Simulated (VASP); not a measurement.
Input of a VASP 6.6.1 run:

File INCAR:

```
SYSTEM = AlRu
PREC = Accurate
ENCUT = 500
EDIFF = 1E-6
ISMEAR = 0
SIGMA = 0.1
LREAL = .FALSE.
LASPH = .TRUE.
NELM = 120
ALGO = Normal
ISIF = 2
LWAVE = .FALSE.
LCHARG = .FALSE.
GGA = CA
NBANDS = 16
GGA_COMPAT = .FALSE.
```

The input KPOINTS:

```
regular mesh
0
G
  9 9 9
  0 0 0
```

The input POSCAR:

```
AlRu
1.0
    2.9386339927      0.0000000000      0.0000000000
    0.0000000000      2.9386339927      0.0000000000
    0.0000000000      0.0000000000      2.9386339927
Al Ru
1 1
Direct
    0.0000000000      0.0000000000      0.0000000000
    0.5000000000      0.5000000000      0.5000000000
```

Potentials or basis: VASP PAW LDA potentials, release 64 (Al, Ru_pv).

The run is started by

```sh
$ cat potpaw_LDA.64/Al/POTCAR potpaw_LDA.64/Ru_pv/POTCAR > POTCAR
$ mpirun -np 1 vasp_std > vasp.out
```

Problem. What does it give for the pressure?

Solution. 4.3 GPa.
